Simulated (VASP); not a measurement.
# Li8LaNb7O23 (a cell with a defect) in VASP: a series of runs

Runs on Li8LaNb7O23 (a cell with a defect). Level: PBE. Tasks: single point.

All numbers are computed with VASP 6.6.1; they aren't measurements. Logs are shortened: lines on timing, memory, paths and dates and some standing lists are left out, and cuts for length are marked.

## 1. The cell of the first run

The cell holds a defect, 39 atoms: a = 5.550 Å, b = 11.101 Å, c = 11.101 Å, α = 55.75°, β = 55.75°, γ = 55.75°.

## 2. Single point, PBE, collinear spin

INCAR reads:

```
SYSTEM = Li8LaNb7O23
PREC = Accurate
ENCUT = 520
EDIFF = 1E-6
ISMEAR = 0
SIGMA = 0.01
LREAL = Auto
LASPH = .TRUE.
NELM = 150
ALGO = Normal
ISIF = 2
LWAVE = .FALSE.
LCHARG = .TRUE.
ISPIN = 2
MAGMOM = 0 0 0 0 0 0 0 0 0.02 0.02 0 0.01 0.06 0.15 0.01 0 0 0 0 0.01 0 0 0 0 0 0 0 0.03 0 0 0 0.01 -0.01 0 0 0 0 0 0.04
LORBIT = 11
NUPDOWN = 1.0
LMAXMIX = 6
GGA = PE
LELF = .TRUE.
LVHAR = .TRUE.
NBANDS = 161
NELECT = 265.0
```

KPOINTS reads:

```
Automatic mesh
0
Gamma
  1 1 1
  0.25 0.25 0.25
```

POSCAR reads:

```
Li8LaNb7O23
1.0
    2.5949501352      1.4981951591      4.6722232478
   -5.1899002704      2.9963903182      9.3444464955
    0.0000000000     -5.9927806363      9.3444464955
Li Nb O La
8 7 23 1
Direct
    0.7193009585      0.3611613339      0.3580285637
    0.1908828445      0.1036465773      0.1340473366
    0.7081195070      0.3621724038      0.8563486634
    0.2241603437      0.1111017003      0.6032489990
    0.7233961657      0.8536705636      0.3610379004
    0.2154233254      0.6057773080      0.1173086306
    0.7616706266      0.8218026906      0.8567470979
    0.2111809707      0.6061041669      0.6077529996
    0.9927916979      0.4949348855      0.5062686285
    0.5063905607      0.2458862366      0.2483468714
    0.9981268323      0.4977111912      1.0063313869
    0.9948225876      1.0058752048      0.5008993727
    0.5044412439      0.7488596462      0.2550212186
    1.0015598764      0.9879618897      1.0071556498
    0.5012613150      0.7494104685      0.7495535207
    0.2818159033      0.3188833974      0.4445792345
    0.6397123987      0.4443212756      0.1421177424
    0.8828626306      0.1362566295      0.3214764337
    0.4177798953      0.0617641532      0.3797955842
    0.7937003531      0.1982769225      0.0649656181
    0.1403978078      0.3909749314      0.1983557455
    0.2782213224      0.3127575241      0.9667537126
    0.6247208926      0.4550157660      0.6311262171
    0.9740771019      0.1370987127      0.8123559612
    0.8422647639      0.1909132410      0.5405829459
    0.0805943048      0.4207908219      0.6875601845
    0.2795164628      0.8229608292      0.4417853160
    0.6140280643      0.9584772031      0.1299637253
    0.8845660673      0.6511080073      0.3160530636
    0.3859910447      0.5736333216      0.3857506632
    0.7867921290      0.6923147506      0.0709198383
    0.1483172387      0.8927059668      0.1876241638
    0.2998563234      0.8134037367      0.9479729348
    0.6372210793      0.9487827689      0.6489676373
    0.8951525525      0.6354623243      0.8217506685
    0.3926488359      0.5711237866      0.8869529669
    0.7624177244      0.7118415791      0.5646378462
    0.1303869686      0.8914338398      0.7031908345
    0.4795701625      0.2268450281      0.7644849511
```

Potentials or basis: VASP PAW PBE potentials, release 64 (Li_sv, Nb_sv, O, La).

Started as:

```sh
$ cat potpaw_PBE.64/Li_sv/POTCAR potpaw_PBE.64/Nb_sv/POTCAR potpaw_PBE.64/O/POTCAR potpaw_PBE.64/La/POTCAR > POTCAR
$ mpirun -np 1 vasp_std > vasp.out
```

OUTCAR:

```text
SYSTEM = Li8LaNb7O23
   PREC = Accurate
   ENCUT = 520
   EDIFF = 1E-6
   ISMEAR = 0
   LREAL = Auto
   LASPH = .TRUE.
   NELM = 150
   ISIF = 2
   ISPIN = 2
   LORBIT = 11
   NUPDOWN = 1.0
   GGA = PE
   NELECT = 265.0

 ion  position               nearest neighbor table
   1  0.719  0.361  0.358-  25 1.98  21 2.06  30 2.08  17 2.24  16 2.28
   2  0.191  0.104  0.134-  18 1.88  28 1.95  22 2.11  32 2.19  20 2.22
   3  0.708  0.362  0.856-  26 2.00  36 2.05  20 2.10  22 2.22  24 2.25
   4  0.224  0.111  0.603-  24 2.02  16 2.04  34 2.10  25 2.15  38 2.28
   5  0.723  0.854  0.361-  37 1.95  19 2.00  32 2.13  29 2.15  27 2.26
   6  0.215  0.606  0.117-  29 2.04  17 2.06  33 2.10  21 2.22  31 2.26
   7  0.762  0.822  0.857-  35 1.96  31 2.01  38 2.02  34 2.20  33 2.20  11 2.80
   8  0.211  0.606  0.608-  23 2.00  35 2.09  26 2.11  27 2.14  30 2.25
   9  0.993  0.495  0.506-  23 1.85  16 1.90  26 1.94  29 1.99  30 2.20  37 2.28
  10  0.506  0.246  0.248-  19 1.87  20 1.89  21 1.90  18 2.11  17 2.17  16 2.18
  11  0.998  0.498  0.006-  22 1.87  17 1.88  35 1.92  31 2.12  21 2.14  36 2.18   7 2.80
  12  0.995  0.006  0.501-  18 1.89  34 1.90  25 1.94  27 1.94  38 2.20  19 2.20
  13  0.504  0.749  0.255-  30 1.87  31 1.94  32 1.95  29 2.07  27 2.09  28 2.17
  14  0.002  0.988  0.007-  24 1.87  33 1.88  28 1.89  32 2.07  20 2.24
  15  0.501  0.749  0.750-  37 1.85  36 1.88  38 1.90  33 2.17  35 2.18  34 2.21
  16  0.282  0.319  0.445-   9 1.90   4 2.04  10 2.18   1 2.28
  17  0.640  0.444  0.142-  11 1.88   6 2.06  10 2.17   1 2.24
  18  0.883  0.136  0.321-   2 1.88  12 1.89  10 2.11
  19  0.418  0.062  0.380-  10 1.87   5 2.00  12 2.20
  20  0.794  0.198  0.065-  10 1.89   3 2.10   2 2.22  14 2.24
  21  0.140  0.391  0.198-  10 1.90   1 2.06  11 2.14   6 2.22
  22  0.278  0.313  0.967-  11 1.87   2 2.11   3 2.22  39 2.36
  23  0.625  0.455  0.631-   9 1.85   8 2.00  39 2.45
  24  0.974  0.137  0.812-  14 1.87   4 2.02   3 2.25  39 2.60
  25  0.842  0.191  0.541-  12 1.94   1 1.98   4 2.15  39 2.23
  26  0.081  0.421  0.688-   9 1.94   3 2.00   8 2.11  39 2.23
  27  0.280  0.823  0.442-  12 1.94  13 2.09   8 2.14   5 2.26
  28  0.614  0.958  0.130-  14 1.89   2 1.95  13 2.17
  29  0.885  0.651  0.316-   9 1.99   6 2.04  13 2.07   5 2.15
  30  0.386  0.574  0.386-  13 1.87   1 2.08   9 2.20   8 2.25
  31  0.787  0.692  0.071-  13 1.94   7 2.01  11 2.12   6 2.26
  32  0.148  0.893  0.188-  13 1.95  14 2.07   5 2.13   2 2.19
  33  0.300  0.813  0.948-  14 1.88   6 2.10  15 2.17   7 2.20
  34  0.637  0.949  0.649-  12 1.90   4 2.10   7 2.20  15 2.21
  35  0.895  0.635  0.822-  11 1.92   7 1.96   8 2.09  15 2.18
  36  0.393  0.571  0.887-  15 1.88   3 2.05  11 2.18
  37  0.762  0.712  0.565-  15 1.85   5 1.95   9 2.28
  38  0.130  0.891  0.703-  15 1.90   7 2.02  12 2.20   4 2.28
  39  0.480  0.227  0.764-  26 2.23  25 2.23  22 2.36  23 2.45  24 2.60

  LATTYP: Found a base centered monoclinic cell.
 ALAT       =    15.1977748150
 B/A-ratio  =     0.6829815988
 C/A-ratio  =     0.3652177897
 COS(beta)  =    -0.0918250334

  Lattice vectors:

 A1 = (   7.7848504056,  -1.4981951591,  -4.6722232477)
 A2 = (   2.5949501352,   7.4909757954,  -4.6722232477)
 A3 = (   2.5949501352,   1.4981951591,   4.6722232478)

Analysis of symmetry for initial positions (statically):
=====================================================================
 Subroutine PRICEL returns:
 Original cell was already a primitive cell.

 Routine SETGRP: Setting up the symmetry group for a
 base centered monoclinic supercell.

 Subroutine GETGRP returns: Found  1 space group operations
 (whereof  1 operations were pure point group operations)
 out of a pool of  4 trial point group operations.

The static configuration has the point symmetry C_1 .

Analysis of symmetry for dynamics (positions and initial velocities):
=====================================================================
 Subroutine PRICEL returns:
 Original cell was already a primitive cell.

 Routine SETGRP: Setting up the symmetry group for a
 base centered monoclinic supercell.

[... 153 lines left out ...]
   dimension x,y,z NGX =    42 NGY =   84 NGZ =   84
   dimension x,y,z NGXF=    84 NGYF=  168 NGZF=  168
   ions per type =               8   7  23   1
   NGX,Y,Z   is equivalent  to a cutoff of  12.58, 12.58, 12.58 a.u.
   NGXF,Y,Z  is equivalent  to a cutoff of  25.16, 25.16, 25.16 a.u.
 SYSTEM =  Li8LaNb7O23
   PREC   = accura    normal or accurate (medium, high low for compatibility)
   ISTART =      0    job   : 0-new  1-cont  2-samecut
   ICHARG =      2    charge: 1-file 2-atom 10-const
   ISPIN  =      2    spin polarized calculation?
   LNONCOLLINEAR =      F non collinear calculations
   LSORBIT =      F    spin-orbit coupling
   LASPH  =      T    aspherical Exc in radial PAW
   ENCUT  =  520.0 eV  38.22 Ry    6.18 a.u.  10.32 20.64 20.64*2*pi/ulx,y,z
   NELM   =    150;   NELMIN=  2; NELMDL= -5     # of ELM steps
[... 23 lines left out ...]
  Thomas-Fermi vector in A             =   2.511078
   LORBIT       =     11    0 simple, 1 ext, 2 COOP (PROOUT), +10 PAW based schemes
   GGA     = PE    functional components
   LHFCALC =     F    Hartree Fock is set to
   AEXX    =    0.0000 exact exchange contribution
   IVDW    =     0    specifies the selected vdW correction
   LEPSILON=     F    determine dielectric tensor
   LRPA    =     F    only Hartree local field effects (RPA)
 spin polarized calculation
 Gauss-broadening in eV      SIGMA  =   0.01
  energy-cutoff  :      520.00
  volume of cell :      435.95
 maximum number of plane-waves:     11741
 NGX is ok and might be reduce to    42
   NGX = 21   NGY = 41   NGZ = 41

 number of electron     264.9999993 magnetization       0.9999854

 Free energy of the ion-electron system (eV)
  ---------------------------------------------------
  ext. energy  EPLUGINS =         0.00000000
  ---------------------------------------------------
  free energy    TOTEN  =      -300.06444370 eV

  energy without entropy =     -300.06444370  energy(sigma->0) =     -300.06444370

 E-fermi :   3.8015     XC(G=0): -10.6393

 val. band max:        6.6974354968   @ k =   0.2500   0.2500   0.2500
 cond. band min:       7.1573423835   @ k =   0.2500   0.2500   0.2500
 fundamental gap:      0.4599068867
 Fermi energy:         6.8993736670

 spin component 1

 k-point     1 :       0.2500    0.2500    0.2500
  band No.  band energies     occupation
      1     -50.7680      1.00000
      2     -50.7370      1.00000
      3     -50.7309      1.00000
      4     -50.7063      1.00000
      5     -50.6199      1.00000
      6     -50.4489      1.00000
[... 136 lines left out ...]
    143       8.0362      0.00000
    144       8.1178      0.00000
 Fermi energy:         3.8015200731

 spin component 2

 k-point     1 :       0.2500    0.2500    0.2500
  band No.  band energies     occupation
      1     -50.7612      1.00000
      2     -50.7258      1.00000
      3     -50.7078      1.00000
      4     -50.6962      1.00000
      5     -50.5480      1.00000
      6     -50.4252      1.00000
[... 136 lines left out ...]
    143       8.1285      0.00000
    144       8.1694      0.00000
 [bands above 144 left out]

------------------------ aborting loop because EDIFF is reached ----------------------------------------

  FORCE on cell =-STRESS in cart. coord.  units (eV):
  Direction    XX          YY          ZZ          XY          YZ          ZX
  --------------------------------------------------------------------------------------
  -------------------------------------------------------------------------------------
  Total       15.7054244     15.5263503     13.6915097      1.9393595     -0.4398762     -1.0174899
  in kB       57.7202263     57.0620971     50.3187316      7.1274908     -1.6166231     -3.7394562
  external PRESSURE =      55.0336850 kB  Pullay stress =       0.0000000 kB

 VOLUME and BASIS-vectors are now :
 -----------------------------------------------------------------------------
  energy-cutoff  :      520.00
  volume of cell :      435.95
      direct lattice vectors                 reciprocal lattice vectors
     2.594950135  1.498195159  4.672223248     0.192681930  0.111244964  0.071343623
    -5.189900270  2.996390318  9.344446495    -0.096340965  0.055622482  0.035671811
     0.000000000 -5.992780636  9.344446495    -0.000000000 -0.111244964  0.035671811

 POSITION                                       TOTAL-FORCE (eV/Angst)
 -----------------------------------------------------------------------------------
     -0.00784      0.01425     10.08117        -0.002232     -0.000211     -0.010120
     -0.04258     -0.20677      3.11297         0.008502      0.024911     -0.003120
     -0.04210     -2.98580     14.69490         0.001754     -0.000208     -0.008577
      0.00508     -2.94640      7.72254         0.000766      0.002794     -0.002226
     -2.55329      1.47810     14.73065         0.001228      0.016145     -0.005565
     -2.58491      1.43489      7.76334        -0.000029      0.003199     -0.007395
[... 31 lines left out ...]
     -4.28811     -1.34764     15.51008         0.005652      0.014272     -0.005425
      0.06716     -3.18318     11.50409        -0.023221      0.012081      0.013470
 -----------------------------------------------------------------------------------
    total drift:                                0.004255      0.002614      0.000335

  FREE ENERGIE OF THE ION-ELECTRON SYSTEM (eV)
  ---------------------------------------------------
  free  energy   TOTEN  =      -300.0644437016 eV

  energy  without entropy=     -300.0644437016  energy(sigma->0) =     -300.06444370

 total charge

# of ion       s       p       d       f       tot
--------------------------------------------------
    1        2.015   0.049   0.000   0.000   2.064
    2        2.023   0.060   0.000   0.000   2.083
    3        2.015   0.050   0.000   0.000   2.066
    4        2.017   0.051   0.000   0.000   2.068
    5        2.018   0.053   0.000   0.000   2.071
    6        2.014   0.047   0.000   0.000   2.061
[... 31 lines left out ...]
   38        1.567   3.499   0.000   0.000   5.066
   39        2.026   5.681   0.710   0.287   8.704
--------------------------------------------------
tot         69.783 129.497  15.704   0.287 215.272

 magnetization (x)

# of ion       s       p       d       f       tot
--------------------------------------------------
    1        0.000   0.000   0.000   0.000   0.000
    2        0.001   0.002   0.000   0.000   0.003
    3       -0.000   0.000   0.000   0.000  -0.000
    4       -0.000   0.000   0.000   0.000   0.000
    5        0.000   0.000   0.000   0.000   0.000
    6       -0.000   0.000   0.000   0.000  -0.000
[... 31 lines left out ...]
   38        0.000   0.001   0.000   0.000   0.002
   39        0.006   0.008   0.044   0.014   0.072
--------------------------------------------------
tot          0.031   0.060   0.474   0.014   0.579
```

Wall time 9.2 min (1 thread of Intel Xeon Platinum 8488C (Sapphire Rapids), shared host); peak memory 0.9 GiB.

What came out:

```yaml
Free_energy: -300.0644 eV
Largest_force: 0.046 eV/Å
Net_moment: 1.00 μB per cell
Site_moments: Li +0.00, -0.00 (each value once); Nb +0.03, +0.04, +0.01, +0.10, +0.27 (each value once); O +0.00, -0.00, +0.01, +0.03, -0.01 (each value once); La +0.07 μB
Valence_electrons_inside_the_program's_atomic_spheres: Li 2.06, 2.08, 2.07 (each value once); Nb 10.49, 10.47, 10.48, 10.43, 10.59 (each value once); O 5.07, 5.10, 5.05, 5.08, 5.06, 5.04, 5.09 (each value once); La 8.70
```

Forces in eV/Å, atoms in the order of the input:
```
Li  -0.002  0.000 -0.010
Li   0.009  0.025 -0.003
Li   0.002  0.000 -0.009
Li   0.001  0.003 -0.002
Li   0.001  0.016 -0.006
Li   0.000  0.003 -0.007
Li  -0.011  0.004  0.008
Li  -0.004 -0.001 -0.002
Nb   0.003  0.029  0.034
Nb   0.002  0.017  0.032
Nb  -0.020 -0.002  0.035
Nb   0.009  0.003  0.022
Nb  -0.003  0.006  0.017
Nb   0.005 -0.011  0.044
Nb  -0.006 -0.013  0.036
O   -0.003  0.009 -0.008
O    0.008 -0.006 -0.005
O   -0.014 -0.027 -0.002
O   -0.009 -0.017 -0.016
O   -0.001 -0.014 -0.002
O    0.001  0.010 -0.010
O    0.009  0.007 -0.016
O    0.004 -0.019 -0.018
O   -0.010  0.006 -0.014
O   -0.003 -0.025  0.007
O    0.028  0.002  0.007
O   -0.012  0.009 -0.007
O    0.007 -0.019 -0.015
O   -0.006 -0.011 -0.013
O   -0.007 -0.008 -0.010
O    0.003 -0.016  0.000
O    0.010  0.015 -0.004
O    0.005  0.010 -0.014
O    0.008 -0.008 -0.017
O   -0.001  0.000 -0.021
O   -0.005 -0.001 -0.009
O    0.018  0.000 -0.013
O    0.006  0.014 -0.005
La  -0.023  0.012  0.013
```

Caveat: the k points lie up to 1.14 Å⁻¹ apart, too coarse for converged energies, forces and pressures; the cell carries a net charge on a neutralising background, which shifts energy and pressure; the cell is charged against a uniform background, so pressure and absolute levels hang on convention; the cutoff is under 1.25 times the usual one of these potentials, so pressure, stress and relaxed cells hold a basis-set (Pulay) error; spin-orbit coupling is left out, which moves the levels of the heavy elements; the total moment is fixed, so each spin has its own Fermi level and the state may be an excited one.

## 3. Single point, PBE, collinear spin

INCAR reads:

```
SYSTEM = Li8LaNb7O23
PREC = Accurate
ENCUT = 520
EDIFF = 1E-6
ISMEAR = 0
SIGMA = 0.01
LREAL = Auto
LASPH = .True.
NELM = 150
ALGO = Normal
ISIF = 2
LWAVE = .False.
LCHARG = .False.
ISPIN = 2
MAGMOM = 0 0 0 0 0 0 0 0 -0.01 0 0 0 0 0 0 0.03 0 0 0 0.02 0 0 0.01 0.15 0.02 0.51 0 0 0 0 0 0 0.02 0.01 0.01 0 0.19 0.02 0
LORBIT = 11
NUPDOWN = 1.0
LMAXMIX = 6
GGA = PE
NELECT = 263.0
NBANDS = 161
```

KPOINTS is that of step 2.

POSCAR reads:

```
Li8LaNb7O23
1.0
    2.5949501352      1.4981951591      4.6722232478
   -5.1899002704      2.9963903182      9.3444464955
    0.0000000000     -5.9927806363      9.3444464955
Li Nb O La
8 7 23 1
Direct
    0.7158917008      0.3561031797      0.3629814172
    0.1843876018      0.1251232143      0.1349057705
    0.6845749575      0.3641896833      0.8824940850
    0.2456064190      0.1059304377      0.6066895101
    0.7156922671      0.8507572411      0.3776416500
    0.2168662364      0.6077419747      0.1126838378
    0.7851098051      0.8201784015      0.8497225306
    0.1981533796      0.6261072104      0.6007116839
    0.9665272261      0.5018187132      0.4983790054
    0.5009068918      0.2474295505      0.2525088730
    0.9920105552      0.4983549265      1.0096754150
    0.9997073607      1.0079783398      0.5003665742
    0.4920444885      0.7465956388      0.2533836941
    0.9791211327      0.9896077083      1.0184115830
    0.5012133824      0.7464255966      0.7596231154
    0.2715048486      0.3217512269      0.4471672532
    0.6387606758      0.4424344176      0.1418432495
    0.8728225405      0.1428724144      0.3260815723
    0.4192143250      0.0615091404      0.3803735191
    0.8052544607      0.1922427199      0.0698681693
    0.1386340296      0.3878558607      0.2010405634
    0.2944814388      0.3177908107      0.9611916456
    0.6056411568      0.4599120154      0.6147371187
    1.0667743247      0.1377953267      0.8119230135
    0.8385311249      0.1870621358      0.5499749515
    0.0338179182      0.4191257025      0.6972365131
    0.2916629023      0.8326403031      0.4232521249
    0.6079258628      0.9773268222      0.0783350678
    0.8746882511      0.6578583976      0.3083952774
    0.3758741078      0.5761370837      0.3820586283
    0.7763208343      0.6935876188      0.0696843074
    0.1216947398      0.8926298823      0.1906812656
    0.2873464665      0.8204789925      0.9468258733
    0.6586833274      0.9383733848      0.6471955139
    0.9005240578      0.6328532551      0.8220466813
    0.3824762767      0.5731876204      0.8977183866
    0.7790624219      0.6917296381      0.5746481189
    0.1521711934      0.8882365703      0.6967293393
    0.4689754473      0.2321892585      0.7666889859
```

Potentials or basis: VASP PAW PBE potentials, release 64 (Li_sv, Nb_sv, O, La).

Started as:

```sh
$ cat potpaw_PBE.64/Li_sv/POTCAR potpaw_PBE.64/Nb_sv/POTCAR potpaw_PBE.64/O/POTCAR potpaw_PBE.64/La/POTCAR > POTCAR
$ mpirun -np 1 vasp_std > vasp.out
```

Wall time 8.8 min (1 thread of Intel Xeon Platinum 8488C (Sapphire Rapids), shared host); peak memory 0.91 GiB.

It converged, with:

| Item | Value |
| --- | --- |
| Free energy | -310.9281 eV |
| Largest force | 0.061 eV/Å |
| Net moment | 1.00 μB per cell |
| Site moments | Li -0.00, +0.00 (each value once); Nb -0.02, -0.00, -0.01 (each value once); O +0.02, +0.00, +0.01, +0.13, +0.44, -0.00, +0.17 (each value once); La +0.00 μB |
| Valence electrons inside the program's atomic spheres | Li 2.06, 2.08, 2.07 (each value once); Nb 10.45, 10.41, 10.44, 10.42, 10.57 (each value once); O 5.05, 5.07, 5.09, 5.06, 4.99, 4.95, 5.04, 5.03 (each value once); La 8.61 |

Forces on the atoms (eV/Å):
```
Li   0.001  0.005 -0.002
Li   0.000  0.018 -0.007
Li  -0.001 -0.004 -0.006
Li  -0.002  0.002 -0.007
Li  -0.004  0.011 -0.005
Li   0.002  0.001 -0.006
Li  -0.018 -0.001  0.002
Li  -0.003  0.000 -0.005
Nb   0.006  0.040  0.016
Nb  -0.001 -0.021  0.022
Nb   0.003 -0.004  0.049
Nb  -0.001  0.027  0.029
Nb  -0.036  0.028  0.041
Nb   0.007 -0.015  0.043
Nb  -0.015  0.008  0.030
O    0.000  0.013 -0.004
O    0.004 -0.006 -0.013
O   -0.016 -0.030  0.001
O   -0.014  0.008 -0.010
O    0.010 -0.004 -0.016
O    0.009  0.010 -0.013
O    0.005  0.012 -0.020
O    0.005 -0.022 -0.017
O   -0.003  0.021 -0.001
O    0.002 -0.025 -0.005
O    0.011  0.009  0.014
O    0.003  0.007 -0.014
O    0.010 -0.019 -0.016
O   -0.007 -0.015 -0.004
O    0.002 -0.029 -0.021
O    0.008 -0.012 -0.014
O    0.021  0.004 -0.004
O    0.003  0.013 -0.010
O    0.008 -0.014 -0.017
O   -0.004 -0.003 -0.016
O   -0.009 -0.003 -0.010
O    0.007 -0.017  0.002
O    0.020  0.003 -0.001
La  -0.013  0.007  0.014
```

Caveat: the k points lie up to 1.14 Å⁻¹ apart, too coarse for converged energies, forces and pressures; the cell carries a net charge on a neutralising background, which shifts energy and pressure; the cell is charged against a uniform background, so pressure and absolute levels hang on convention; the cutoff is under 1.25 times the usual one of these potentials, so pressure, stress and relaxed cells hold a basis-set (Pulay) error; spin-orbit coupling is left out, which moves the levels of the heavy elements; the total moment is fixed, so each spin has its own Fermi level and the state may be an excited one.
